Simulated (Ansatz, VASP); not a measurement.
Co2Si3: VASP beside Ansatz

```
Co Si
1.0
     3.83582    0.00000    0.00000
    -1.91791    3.32191    0.00000
     0.00000    0.00000    4.68488
Co Si
2 3
Direct
  0.33333 0.66667 0.15821
  0.66667 0.33333 0.84179
  0.00000 0.00000 0.00000
  0.33333 0.66667 0.64508
  0.66667 0.33333 0.35492
```

Alike in both runs: task relaxation of cell and atoms; functional PBE; k mesh 12 × 12 × 8; occupations gaussian, width 0.1 eV; no spin polarisation.

|  | VASP | Ansatz |
| --- | --- | --- |
| version | VASP 6.6.1 | Ansatz 0.2.0 |
| potentials or method | VASP PAW PBE potentials, release 64 (Co, Si), cutoff 600 eV | scalar-relativistic, plane waves, PAW |
| valence electrons in the cell | 30 | 46 |

Ansatz gave:

```
gap on the k mesh at the Fermi level, each at its own relaxed structure (eV) : none
relaxed volume (Å³/atom)                                                     : 11.96
relaxed length of the cell vector where the two differ most in proportion (Å)              : 3.848
```

Task: Estimate VASP's values.

Result: gap on the k mesh at the Fermi level, each at its own relaxed structure (eV): none; relaxed volume (Å³/atom): 11.95; relaxed length of the cell vector where the two differ most in proportion (Å): 3.846.

A gap of «none» marks a metal or a gap that the smearing closes. VASP's potentials hold 30 valence electrons a cell and Ansatz's 46, so a difference there can come from the potentials and not from the codes.
